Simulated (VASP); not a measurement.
# NaH (P1) in VASP: single point with PBE

Aim: the single point of NaH with PBE.

All numbers are computed with VASP 6.6.1; they aren't measurements. Logs are shortened: lines on timing, memory, paths and dates and some standing lists are left out, and cuts for length are marked.

**1. The cell of the first run**

The typed cell holds 16 atoms: a = 6.781 Å, b = 6.781 Å, c = 6.781 Å, α = 60.00°, β = 60.00°, γ = 60.00°.

**2. Single point, PBE**

INCAR

```
ALGO = Normal
EDIFF = 1E-6
ENCUT = 520
GGA = PE
ISIF = 2
ISMEAR = -1
LASPH = True
LCHARG = False
LREAL = Auto
LWAVE = False
NBANDS = 46
NELM = 80
PREC = Accurate
SIGMA = 0.026
```

KPOINTS

```
k-points
0
Gamma
  2 2 2
```

POSCAR

```
NaH
1.0
    0.0000000000      4.7950245745      4.7950245745
    4.7950245745      0.0000000000      4.7950245745
    4.7950245745      4.7950245745      0.0000000000
Na H
8 8
Direct
   -0.0067581510      0.0005120933      0.0041827731
   -0.0003771618     -0.0089422899      0.4987235129
    0.0093542795      0.5019575943     -0.0016375307
   -0.0016850800      0.4999090125      0.4986093320
    0.5076224245     -0.0035726616      0.0054936111
    0.5005006675      0.0006206433      0.4977515679
    0.4905168813      0.5034625918      0.0018499384
    0.5020156753      0.5069781108      0.4941865184
    0.2397544543      0.2340729401      0.2599293248
    0.2678139559      0.2035686126      0.7662266257
    0.2427903094      0.7869307949      0.2191339134
    0.2480967473      0.7373296935      0.7714602798
    0.7275835495      0.2713108097      0.2629256598
    0.7702197231      0.2287023733      0.7769085314
    0.7216952585      0.7518402552      0.2328662727
    0.7549182374      0.7651423769      0.7297114844
```

Potentials or basis: VASP PAW PBE potentials, release 64 (Na_pv, H).

Run with:

```sh
cat potpaw_PBE.64/Na_pv/POTCAR potpaw_PBE.64/H/POTCAR > POTCAR
mpirun -np 1 vasp_std > vasp.out
```

OUTCAR:

```text
EDIFF = 1E-6
   ENCUT = 520
   GGA = PE
   ISIF = 2
   ISMEAR = -1
   LASPH = True
   LREAL = Auto
   NELM = 80
   PREC = Accurate

 ion  position               nearest neighbor table
   1  0.993  0.001  0.004-
   2  1.000  0.991  0.499-
   3  0.009  0.502  0.998-
   4  0.998  0.500  0.499-
   5  0.508  0.996  0.005-
   6  0.501  0.001  0.498-
[... 8 lines left out ...]
  15  0.722  0.752  0.233-
  16  0.755  0.765  0.730-

  LATTYP: Found a face centered cubic cell.
 ALAT       =     9.5900491490

  Lattice vectors:

 A1 = (   0.0000000000,   4.7950245745,   4.7950245745)
 A2 = (   4.7950245745,   0.0000000000,   4.7950245745)
 A3 = (   4.7950245745,   4.7950245745,   0.0000000000)

Analysis of symmetry for initial positions (statically):
=====================================================================
 Subroutine PRICEL returns:
 Original cell was already a primitive cell.

 Routine SETGRP: Setting up the symmetry group for a
 face centered cubic supercell.

 Subroutine GETGRP returns: Found  1 space group operations
 (whereof  1 operations were pure point group operations)
 out of a pool of 48 trial point group operations.

The static configuration has the point symmetry C_1 .

Analysis of symmetry for dynamics (positions and initial velocities):
=====================================================================
 Subroutine PRICEL returns:
 Original cell was already a primitive cell.

 Routine SETGRP: Setting up the symmetry group for a
 face centered cubic supercell.

 Subroutine GETGRP returns: Found  1 space group operations
 (whereof  1 operations were pure point group operations)
 out of a pool of 48 trial point group operations.

The dynamic configuration has the point symmetry C_1 .

 Subroutine INISYM returns: Found  1 space group operations
 (whereof  1 operations are pure point group operations),
 and found     1 'primitive' translations

----------------------------------------------------------------------------------------

                                     Primitive cell

  volume of cell :     220.4969

  direct lattice vectors                    reciprocal lattice vectors
     0.000000000  4.795024575  4.795024575    -0.104274752  0.104274752  0.104274752
     4.795024575  0.000000000  4.795024575     0.104274752 -0.104274752  0.104274752
     4.795024575  4.795024575  0.000000000     0.104274752  0.104274752 -0.104274752

  length of vectors
     6.781188785  6.781188785  6.781188785     0.180609169  0.180609169  0.180609169

  position of ions in fractional coordinates (direct lattice)
     0.993241849  0.000512093  0.004182773
     0.999622838  0.991057710  0.498723513
     0.009354280  0.501957594  0.998362469
     0.998314920  0.499909012  0.498609332
     0.507622424  0.996427338  0.005493611
     0.500500667  0.000620643  0.497751568
[... 8 lines left out ...]
     0.721695258  0.751840255  0.232866273
     0.754918237  0.765142377  0.729711484

  ion indices of the primitive-cell ions
   primitive index   ion index
                 1           1
                 2           2
                 3           3
                 4           4
                 5           5
                 6           6
[... 8 lines left out ...]
                15          15
                16          16

----------------------------------------------------------------------------------------

 KPOINTS: k-points

Automatic generation of k-mesh.
 Grid dimensions read from file:
 generate k-points for:    2    2    2

 Generating k-lattice:

  Cartesian coordinates                     Fractional coordinates (reciprocal lattice)
    -0.052137376  0.052137376  0.052137376     0.500000000  0.000000000  0.000000000
     0.052137376 -0.052137376  0.052137376     0.000000000  0.500000000  0.000000000
     0.052137376  0.052137376 -0.052137376     0.000000000  0.000000000  0.500000000

  Length of vectors
     0.090304585  0.090304585  0.090304585

  Shift w.r.t. Gamma in fractional coordinates (k-lattice)
     0.000000000  0.000000000  0.000000000

 Subroutine IBZKPT returns following result:
 ===========================================

 Found      8 irreducible k-points:

 Following reciprocal coordinates:
            Coordinates               Weight
  0.000000  0.000000  0.000000      1.000000
  0.500000  0.000000  0.000000      1.000000
  0.000000  0.500000  0.000000      1.000000
  0.000000  0.000000  0.500000      1.000000
  0.500000  0.500000  0.500000      1.000000
  0.500000  0.500000  0.000000      1.000000
  0.000000  0.500000  0.500000      1.000000
  0.500000  0.000000  0.500000      1.000000
   k-points           NKPTS =      8   k-points in BZ     NKDIM =      8   number of bands    NBANDS=     46
   number of dos      NEDOS =    301   number of ions     NIONS =     16
   total plane-waves  NPLWV = 125000
   dimension x,y,z NGX =    50 NGY =   50 NGZ =   50
   dimension x,y,z NGXF=   100 NGYF=  100 NGZF=  100
   ions per type =               8   8
   NGX,Y,Z   is equivalent  to a cutoff of  12.26, 12.26, 12.26 a.u.
   NGXF,Y,Z  is equivalent  to a cutoff of  24.52, 24.52, 24.52 a.u.
 SYSTEM =  unknown system
   PREC   = accura    normal or accurate (medium, high low for compatibility)
   ISTART =      0    job   : 0-new  1-cont  2-samecut
   ICHARG =      2    charge: 1-file 2-atom 10-const
   ISPIN  =      1    spin polarized calculation?
   LNONCOLLINEAR =      F non collinear calculations
   LSORBIT =      F    spin-orbit coupling
   LASPH  =      T    aspherical Exc in radial PAW
   ENCUT  =  520.0 eV  38.22 Ry    6.18 a.u.  12.61 12.61 12.61*2*pi/ulx,y,z
   NELM   =     80;   NELMIN=  2; NELMDL= -5     # of ELM steps
   EDIFF  = 0.1E-05   stopping-criterion for ELM
   LREAL  =      T    real-space projection
   EDIFFG = 0.1E-04   stopping-criterion for IOM
   NSW    =      0    number of steps for IOM
   IBRION =     -1    ionic relax: 0-MD 1-quasi-New 2-CG
   NFREE  =      0    steps in history (QN), initial steepest desc. (CG)
   ISIF   =      2    stress and relaxation
   ISYM   =      2    0-nonsym 1-usesym 2-fastsym
   POTIM  = 0.5000    time-step for ionic-motion
   TEBEG  =    0.0;   TEEND  =   0.0 temperature during run
   PSTRESS=    0.0 pullay stress
   NELECT =      64.0000    total number of electrons
   NUPDOWN=      -1.0000    fix difference up-down
   EMIN   =  10.00;   EMAX   =-10.00  energy-range for DOS
   EFERMI =   0.00;   METHOD = LEGACY
   ISMEAR =    -1;   SIGMA  =   0.03  broadening in eV -4-tet -1-fermi 0-gaus
   EFERMI_NEDOS =   21; number of points for ismear=-14 and -15
   IALGO  =     38    algorithm
   IMIX   =      4    mixing-type and parameters
     AMIX     =   0.40;   BMIX     =  1.00
     AMIX_MAG =   1.60;   BMIX_MAG =  1.00
  volume/ion in A,a.u.               =      13.78        93.00
  Fermi-wavevector in a.u.,A,eV,Ry     =   1.083929  2.048328 15.985500  1.174901
  Thomas-Fermi vector in A             =   2.220006
   LORBIT       =      0    0 simple, 1 ext, 2 COOP (PROOUT), +10 PAW based schemes
   GGA     = PE    functional components
   LHFCALC =     F    Hartree Fock is set to
   AEXX    =    0.0000 exact exchange contribution
   IVDW    =     0    specifies the selected vdW correction
   LEPSILON=     F    determine dielectric tensor
   LRPA    =     F    only Hartree local field effects (RPA)
 non-spin polarized calculation
  energy-cutoff  :      520.00
  volume of cell :      220.50
 maximum number of plane-waves:      5961
   NGX = 25   NGY = 25   NGZ = 25

 number of electron      63.9999985 magnetization

 Free energy of the ion-electron system (eV)
  ---------------------------------------------------
  ext. energy  EPLUGINS =         0.00000000
  ---------------------------------------------------
  free energy    TOTEN  =       -40.35300498 eV

  energy without entropy =      -40.35300498  energy(sigma->0) =      -40.35300498

 E-fermi :  -0.3199     XC(G=0):  -7.8430

 val. band max:       -0.9326750119   @ k =   0.0000   0.5000   0.5000
 cond. band min:       2.7282656247   @ k =   0.0000   0.0000   0.0000
 fundamental gap:      3.6609406366
 Fermi energy:        -0.3198974617

 k-point     1 :       0.0000    0.0000    0.0000
  band No.  band energies     occupation
      1     -23.4750      2.00000
      2     -23.4539      2.00000
      3     -23.4400      2.00000
      4     -23.3053      2.00000
      5     -23.2811      2.00000
      6     -23.2764      2.00000
[... 36 lines left out ...]
     43       9.1101      0.00000
     44       9.1392      0.00000

 k-point     2 :       0.5000    0.0000    0.0000
  band No.  band energies     occupation
      1     -23.4705      2.00000
      2     -23.4508      2.00000
      3     -23.4380      2.00000
      4     -23.3075      2.00000
      5     -23.2751      2.00000
      6     -23.2715      2.00000
[... 36 lines left out ...]
     43       6.8287      0.00000
     44       6.9034      0.00000

 k-point     3 :       0.0000    0.5000    0.0000
  band No.  band energies     occupation
      1     -23.4737      2.00000
      2     -23.4527      2.00000
      3     -23.4364      2.00000
      4     -23.3034      2.00000
      5     -23.2789      2.00000
      6     -23.2698      2.00000
[... 36 lines left out ...]
     43       6.7339      0.00000
     44       6.9172      0.00000

 k-point     4 :       0.0000    0.0000    0.5000
  band No.  band energies     occupation
      1     -23.4733      2.00000
      2     -23.4494      2.00000
      3     -23.4385      2.00000
      4     -23.3028      2.00000
      5     -23.2742      2.00000
      6     -23.2668      2.00000
[... 36 lines left out ...]
     43       6.7714      0.00000
     44       6.9544      0.00000

 k-point     5 :       0.5000    0.5000    0.5000
  band No.  band energies     occupation
      1     -23.4701      2.00000
      2     -23.4520      2.00000
      3     -23.4372      2.00000
      4     -23.3074      2.00000
      5     -23.2769      2.00000
      6     -23.2704      2.00000
[... 36 lines left out ...]
     43       6.8876      0.00000
     44       6.9313      0.00000

 k-point     6 :       0.5000    0.5000    0.0000
  band No.  band energies     occupation
      1     -23.4708      2.00000
      2     -23.4500      2.00000
      3     -23.4372      2.00000
      4     -23.3083      2.00000
      5     -23.2718      2.00000
      6     -23.2713      2.00000
[... 36 lines left out ...]
     43       6.4768      0.00000
     44       6.5207      0.00000

 k-point     7 :       0.0000    0.5000    0.5000
  band No.  band energies     occupation
      1     -23.4724      2.00000
      2     -23.4502      2.00000
      3     -23.4359      2.00000
      4     -23.3016      2.00000
      5     -23.2713      2.00000
      6     -23.2650      2.00000
[... 36 lines left out ...]
     43       6.4977      0.00000
     44       6.5023      0.00000

 k-point     8 :       0.5000    0.0000    0.5000
  band No.  band energies     occupation
      1     -23.4694      2.00000
      2     -23.4511      2.00000
      3     -23.4373      2.00000
      4     -23.3055      2.00000
      5     -23.2760      2.00000
      6     -23.2714      2.00000
[... 36 lines left out ...]
     43       6.4387      0.00000
     44       6.5178      0.00000
 [bands above 44 left out]

------------------------ aborting loop because EDIFF is reached ----------------------------------------

  FORCE on cell =-STRESS in cart. coord.  units (eV):
  Direction    XX          YY          ZZ          XY          YZ          ZX
  --------------------------------------------------------------------------------------
  -------------------------------------------------------------------------------------
  Total        0.8627065      1.6776342      1.2105653      0.0174266      0.0097066     -0.0605881
  in kB        6.2686084     12.1900464      8.7962246      0.1266251      0.0705302     -0.4402459
  external PRESSURE =       9.0849598 kB  Pullay stress =       0.0000000 kB

 VOLUME and BASIS-vectors are now :
 -----------------------------------------------------------------------------
  energy-cutoff  :      520.00
  volume of cell :      220.50
      direct lattice vectors                 reciprocal lattice vectors
     0.000000000  4.795024575  4.795024575    -0.104274752  0.104274752  0.104274752
     4.795024575  0.000000000  4.795024575     0.104274752 -0.104274752  0.104274752
     4.795024575  4.795024575  0.000000000     0.104274752  0.104274752 -0.104274752

 POSITION                                       TOTAL-FORCE (eV/Angst)
 -----------------------------------------------------------------------------------
      0.02251      4.78268      4.76507        -0.003598      0.075510      0.103223
      7.14354      7.18461      9.54536         0.152254     -0.018345      0.123069
      7.19407      4.83203      2.45175        -0.092729     -0.089829     -0.247794
      4.78792      7.17779      7.18402        -0.028129      0.092661     -0.076005
      4.80424      2.46040      7.21196        -0.089982     -0.340950     -0.006210
      2.38971      4.78664      2.40289         0.073146     -0.002593     -0.066264
[... 8 lines left out ...]
      4.72169      4.57715      7.06564         0.150916      0.534034      0.192567
      7.16786      7.11884      7.28873        -0.155734      0.131148     -0.140881
 -----------------------------------------------------------------------------------
    total drift:                               -0.000398     -0.000339     -0.000516

  FREE ENERGIE OF THE ION-ELECTRON SYSTEM (eV)
  ---------------------------------------------------
  free  energy   TOTEN  =       -40.3530049801 eV

  energy  without entropy=      -40.3530049801  energy(sigma->0) =      -40.35300498
```

Wall time 1.9 min (1 thread of Intel Xeon Platinum 8488C (Sapphire Rapids), shared host); peak memory 0.35 GiB.

What came out:

| Quantity | Value |
| --- | --- |
| Free energy | -40.3530 eV |
| Pressure | 0.9 GPa |
| Largest force | 0.587 eV/Å |
| Band gap on the k mesh | 3.66 eV (least direct gap 3.86 eV) |

Forces in eV/Å, atoms in the order of the input:
```
Na  -0.004  0.076  0.103
Na   0.152 -0.018  0.123
Na  -0.093 -0.090 -0.248
Na  -0.028  0.093 -0.076
Na  -0.090 -0.341 -0.006
Na   0.073 -0.003 -0.066
Na   0.014  0.139  0.132
Na   0.002  0.046 -0.181
H    0.154  0.006  0.200
H    0.288 -0.309  0.329
H   -0.041  0.310 -0.428
H   -0.215 -0.140  0.040
H   -0.230  0.000 -0.019
H    0.022 -0.435  0.046
H    0.151  0.534  0.193
H   -0.156  0.131 -0.141
```

Caveat: the k points lie up to 0.57 Å⁻¹ apart; the atoms stand as in a frame of molecular dynamics. A k mesh can miss the band edges.
